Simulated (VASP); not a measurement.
N: single point with PBEsol

Crystal: N.

```
N
1.0
     2.51947    0.00000    0.00000
    -1.25974    2.18193    0.00000
     0.00000    0.00000    2.44600
N
2
Direct
  0.66667 0.33333 0.25000
  0.33333 0.66667 0.75000
```

```json
{
 "Program": "VASP 6.6.1",
 "Task": "single point",
 "Functional": "PBEsol",
 "Potentials or basis": "VASP PAW PBE potentials, release 64 (N)",
 "Cutoff": "600 eV",
 "k mesh": "4 × 4 × 4",
 "Occupations": "fermi-dirac, width 0.1 eV",
 "Spin": "no spin polarisation"
}
```

The pressure is -1.2 GPa and the band gap on the k mesh is zero (band 5 reaches 7.60 eV, above the bottom of band 6 at 4.10 eV).

Stress tensor (GPa, compression positive):
```
  5.79   0.00   0.00
  0.00   5.79   0.00
  0.00   0.00 -15.15
```

Levels at points of the mesh, in eV from the Fermi level:
| k point | band 2 | band 3 | band 4 | band 5 | band 6 | band 7 | band 8 | band 9 |
| --- | --- | --- | --- | --- | --- | --- | --- | --- |
| (0.00, 0.00, 0.00) | -5.47 | -4.68 | -2.23 | -2.23 | 2.96 | 2.96 | 6.32 | 14.44 |
| (0.50, 0.00, 0.00) | -14.37 | -4.89 | -2.11 | -1.37 | 1.86 | 2.87 | 5.26 | 13.52 |
| (0.00, 0.00, 0.50) | -17.00 | 0.73 | 0.73 | 0.73 | 0.73 | 2.25 | 2.25 | 21.56 |
| (0.50, 0.00, 0.50) | -13.13 | -8.54 | -8.54 | -0.65 | -0.65 | 4.15 | 4.15 | 19.22 |

It took 3.1 s on 1 thread of Intel(R) Xeon(R) Platinum 8559C (Emerald Rapids), on a shared host, peak memory 0.11 GiB.

Caveat: the k points lie up to 0.72 Å⁻¹ apart; the PAW data sets were made with another functional, which shifts forces and pressure a little.
